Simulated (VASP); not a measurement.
# CdTeO4 (F-43m) in VASP: single point with PBE

Aim: the single point of CdTeO4 with PBE.

Program: VASP 6.6.1. These are calculated values, not measurements. Logs are shortened: lines on timing, memory, paths and dates and some standing lists are left out, and cuts for length are marked.

## Step 1: The cell of the first run

The structure is cubic, space group F-43m (No. 216). The conventional cell has a = 7.105 Å, b = 7.105 Å, c = 7.105 Å, α = 90.00°, β = 90.00°, γ = 90.00°. Cd (site symmetry -43m) has 12 O at 2.94 Å and 4 Te at 3.08 Å within 3.9 Å. Te (site symmetry -43m) has 12 O at 2.95 Å and 4 Cd at 3.08 Å within 3.9 Å. O (site symmetry 3m) has 6 O at 2.50 to 2.52 Å and 3 Cd at 2.94 Å and 3 Te at 2.95 Å within 3.3 Å.

## Step 2: Single point, PBE

The input, INCAR:

```
PREC = Accurate ; ENCUT = 520
EDIFF = 1E-6 ; ISMEAR = 0
SIGMA = 0.1 ; LREAL = False
LASPH = True ; NELM = 60
ALGO = Normal ; ISIF = 2
LWAVE = False ; LCHARG = False
GGA = PE ; NBANDS = 30
```

The input, KPOINTS:

```
regular mesh
0
Gamma
  4 4 4
```

The input, POSCAR:

```
CdTeO4
1.0
    0.0000000000      3.5526742700      3.5526742700
    3.5526742700      0.0000000000      3.5526742700
    3.5526742700      3.5526742700      0.0000000000
Cd Te O
1 1 4
Direct
    0.7500000000      0.7500000000      0.7500000000
    0.0000000000      0.0000000000      0.0000000000
    0.8733899600      0.3755366800      0.3755366800
    0.3755366800      0.3755366800      0.3755366800
    0.3755366800      0.8733899600      0.3755366800
    0.3755366800      0.3755366800      0.8733899600
```

Potentials or basis: VASP PAW PBE potentials, release 64 (Cd, Te, O).

Launch:

```bash
$ cat potpaw_PBE.64/Cd/POTCAR potpaw_PBE.64/Te/POTCAR potpaw_PBE.64/O/POTCAR > POTCAR
$ mpirun -np 1 vasp_std > vasp.out
```

OUTCAR:

```text
PREC = Accurate
   ENCUT = 520
   EDIFF = 1E-6
   ISMEAR = 0
   LREAL = False
   LASPH = True
   NELM = 60
   ISIF = 2
   GGA = PE

 ion  position               nearest neighbor table
   1  0.750  0.750  0.750-   2 3.08   2 3.08   2 3.08   2 3.08
   2  0.000  0.000  0.000-   1 3.08   1 3.08   1 3.08   1 3.08
   3  0.873  0.376  0.376-
   4  0.376  0.376  0.376-
   5  0.376  0.873  0.376-
   6  0.376  0.376  0.873-

  LATTYP: Found a face centered cubic cell.
 ALAT       =     7.1053485400

  Lattice vectors:

 A1 = (   0.0000000000,   3.5526742700,   3.5526742700)
 A2 = (   3.5526742700,   0.0000000000,   3.5526742700)
 A3 = (   3.5526742700,   3.5526742700,   0.0000000000)

Analysis of symmetry for initial positions (statically):
=====================================================================
 Subroutine PRICEL returns:
 Original cell was already a primitive cell.

 Routine SETGRP: Setting up the symmetry group for a
 face centered cubic supercell.

 Subroutine GETGRP returns: Found 24 space group operations
 (whereof 24 operations were pure point group operations)
 out of a pool of 48 trial point group operations.

The static configuration has the point symmetry T_d .

Analysis of symmetry for dynamics (positions and initial velocities):
=====================================================================
 Subroutine PRICEL returns:
 Original cell was already a primitive cell.

 Routine SETGRP: Setting up the symmetry group for a
 face centered cubic supercell.

 Subroutine GETGRP returns: Found 24 space group operations
 (whereof 24 operations were pure point group operations)
 out of a pool of 48 trial point group operations.

The dynamic configuration has the point symmetry T_d .

 Subroutine INISYM returns: Found 24 space group operations
 (whereof 24 operations are pure point group operations),
 and found     1 'primitive' translations

----------------------------------------------------------------------------------------

                                     Primitive cell

  volume of cell :      89.6801

  direct lattice vectors                    reciprocal lattice vectors
[... 75 lines left out ...]
   LASPH  =      T    aspherical Exc in radial PAW
   ENCUT  =  520.0 eV  38.22 Ry    6.18 a.u.   9.34  9.34  9.34*2*pi/ulx,y,z
   NELM   =     60;   NELMIN=  2; NELMDL= -5     # of ELM steps
   EDIFF  = 0.1E-05   stopping-criterion for ELM
   LREAL  =      F    real-space projection
   EDIFFG = 0.1E-04   stopping-criterion for IOM
   NSW    =      0    number of steps for IOM
   IBRION =     -1    ionic relax: 0-MD 1-quasi-New 2-CG
   NFREE  =      0    steps in history (QN), initial steepest desc. (CG)
   ISIF   =      2    stress and relaxation
   ISYM   =      2    0-nonsym 1-usesym 2-fastsym
   POTIM  = 0.5000    time-step for ionic-motion
   TEBEG  =    0.0;   TEEND  =   0.0 temperature during run
   PSTRESS=    0.0 pullay stress
   NELECT =      42.0000    total number of electrons
   NUPDOWN=      -1.0000    fix difference up-down
   EMIN   =  10.00;   EMAX   =-10.00  energy-range for DOS
   EFERMI =   0.00;   METHOD = LEGACY
   ISMEAR =     0;   SIGMA  =   0.10  broadening in eV -4-tet -1-fermi 0-gaus
   EFERMI_NEDOS =   21; number of points for ismear=-14 and -15
   IALGO  =     38    algorithm
   IMIX   =      4    mixing-type and parameters
     AMIX     =   0.40;   BMIX     =  1.00
     AMIX_MAG =   1.60;   BMIX_MAG =  1.00
  volume/ion in A,a.u.               =      14.95       100.87
  Fermi-wavevector in a.u.,A,eV,Ry     =   1.271333  2.402470 21.990916  1.616287
  Thomas-Fermi vector in A             =   2.404271
   LORBIT       =      0    0 simple, 1 ext, 2 COOP (PROOUT), +10 PAW based schemes
   GGA     = PE    functional components
   LHFCALC =     F    Hartree Fock is set to
   AEXX    =    0.0000 exact exchange contribution
   IVDW    =     0    specifies the selected vdW correction
   LEPSILON=     F    determine dielectric tensor
   LRPA    =     F    only Hartree local field effects (RPA)
 non-spin polarized calculation
 Gauss-broadening in eV      SIGMA  =   0.10
  energy-cutoff  :      520.00
  volume of cell :       89.68
 maximum number of plane-waves:      2450
 NGX is ok and might be reduce to    40
   NGX = 19   NGY = 19   NGZ = 19

 number of electron      42.0000006 magnetization

 Free energy of the ion-electron system (eV)
  ---------------------------------------------------
  ext. energy  EPLUGINS =         0.00000000
  ---------------------------------------------------
  free energy    TOTEN  =       -16.85880758 eV

  energy without entropy =      -16.82695329  energy(sigma->0) =      -16.84288043

 E-fermi :   2.7633     XC(G=0): -10.5697

 val. band max:        2.7177356599   @ k =   0.5000   0.0000   0.0000
 cond. band min:       2.8391632705   @ k =   0.2500   0.2500   0.0000
 fundamental gap:      0.1214276105
 Fermi energy:         2.7632731069

 k-point     1 :       0.0000    0.0000    0.0000
  band No.  band energies     occupation
      1     -14.9646      2.00000
      2     -13.0513      2.00000
      3     -13.0513      2.00000
      4     -13.0513      2.00000
      5      -8.0224      2.00000
      6      -5.2673      2.00000
[... 253 lines left out ...]
     29      11.1177      0.00000
     30      13.4365      0.00000

------------------------ aborting loop because EDIFF is reached ----------------------------------------

  FORCE on cell =-STRESS in cart. coord.  units (eV):
  Direction    XX          YY          ZZ          XY          YZ          ZX
  --------------------------------------------------------------------------------------
  -------------------------------------------------------------------------------------
  Total       -7.7198130     -7.7198130     -7.7198130      0.0000000     -0.0000000     -0.0000000
  in kB     -137.9180776   -137.9180776   -137.9180776      0.0000000     -0.0000000     -0.0000000
  external PRESSURE =    -137.9180776 kB  Pullay stress =       0.0000000 kB

 VOLUME and BASIS-vectors are now :
 -----------------------------------------------------------------------------
  energy-cutoff  :      520.00
  volume of cell :       89.68
      direct lattice vectors                 reciprocal lattice vectors
     0.000000000  3.552674270  3.552674270    -0.140739050  0.140739050  0.140739050
     3.552674270  0.000000000  3.552674270     0.140739050 -0.140739050  0.140739050
     3.552674270  3.552674270  0.000000000     0.140739050  0.140739050 -0.140739050

 POSITION                                       TOTAL-FORCE (eV/Angst)
 -----------------------------------------------------------------------------------
      5.32901      5.32901      5.32901         0.000000     -0.000000      0.000000
      0.00000      0.00000      0.00000         0.000000      0.000000      0.000000
      2.66832      4.43703      4.43703         0.106561     -0.106561     -0.106561
      2.66832      2.66832      2.66832         0.106561      0.106561      0.106561
      4.43703      2.66832      4.43703        -0.106561      0.106561     -0.106561
      4.43703      4.43703      2.66832        -0.106561     -0.106561      0.106561
 -----------------------------------------------------------------------------------
    total drift:                                0.000000      0.000000      0.000000

  FREE ENERGIE OF THE ION-ELECTRON SYSTEM (eV)
  ---------------------------------------------------
  free  energy   TOTEN  =       -16.8588075797 eV

  energy  without entropy=      -16.8269532853  energy(sigma->0) =      -16.84288043
```

OSZICAR:

```text
N       E                     dE             d eps       ncg     rms          rms(c)
DAV:   1     0.266869624816E+03    0.26687E+03   -0.21508E+04   480   0.130E+03
DAV:   2    -0.669847063999E+01   -0.27357E+03   -0.26215E+03   578   0.309E+02
DAV:   3    -0.237325964140E+02   -0.17034E+02   -0.16772E+02   522   0.792E+01
DAV:   4    -0.238662744880E+02   -0.13368E+00   -0.13361E+00   534   0.766E+00
DAV:   5    -0.238675526647E+02   -0.12782E-02   -0.12781E-02   558   0.724E-01    0.155E+01
DAV:   6    -0.223674878334E+02    0.15001E+01   -0.12354E+02   576   0.434E+01    0.186E+01
DAV:   7    -0.169051450299E+02    0.54623E+01   -0.16162E+01   480   0.177E+01    0.910E+00
DAV:   8    -0.169364957081E+02   -0.31351E-01   -0.97837E-01   492   0.494E+00    0.655E+00
DAV:   9    -0.168787329538E+02    0.57763E-01   -0.13272E-01   498   0.207E+00    0.317E+00
DAV:  10    -0.168634409590E+02    0.15292E-01   -0.24794E-02   528   0.789E-01    0.242E+00
DAV:  11    -0.168607076205E+02    0.27333E-02   -0.64826E-03   492   0.520E-01    0.642E-01
DAV:  12    -0.168590732133E+02    0.16344E-02   -0.35870E-03   528   0.327E-01    0.467E-01
DAV:  13    -0.168589645397E+02    0.10867E-03   -0.28374E-04   504   0.892E-02    0.335E-01
DAV:  14    -0.168588401432E+02    0.12440E-03   -0.14082E-03   498   0.208E-01    0.126E-01
DAV:  15    -0.168588106753E+02    0.29468E-04   -0.96803E-05   504   0.584E-02    0.569E-02
DAV:  16    -0.168588084218E+02    0.22535E-05   -0.37048E-06   534   0.108E-02    0.416E-02
DAV:  17    -0.168588075797E+02    0.84202E-06   -0.87885E-07   282   0.603E-03
   1 F= -.16858808E+02 E0= -.16842880E+02  d E =-.318543E-01
```

Run time: 48 s. Hardware: 1 thread of Intel Xeon 8259CL, shared host; peak memory 0.24 GiB.

What came out:

```yaml
Free_energy: -16.8588 eV
Pressure: -13.8 GPa
Largest_force: 0.185 eV/Å
Band_gap_on_the_k_mesh: zero (band 21 reaches 3.04 eV, above the bottom of band 22 at 2.69 eV)
```

Forces on the atoms (eV/Å):
```
Cd   0.000  0.000  0.000
Te   0.000  0.000  0.000
O    0.107 -0.107 -0.107
O    0.107  0.107  0.107
O   -0.107  0.107 -0.107
O   -0.107 -0.107  0.107
```

Caveat: the k points lie up to 0.38 Å⁻¹ apart; spin-orbit coupling is left out, which moves the levels of the heavy elements.
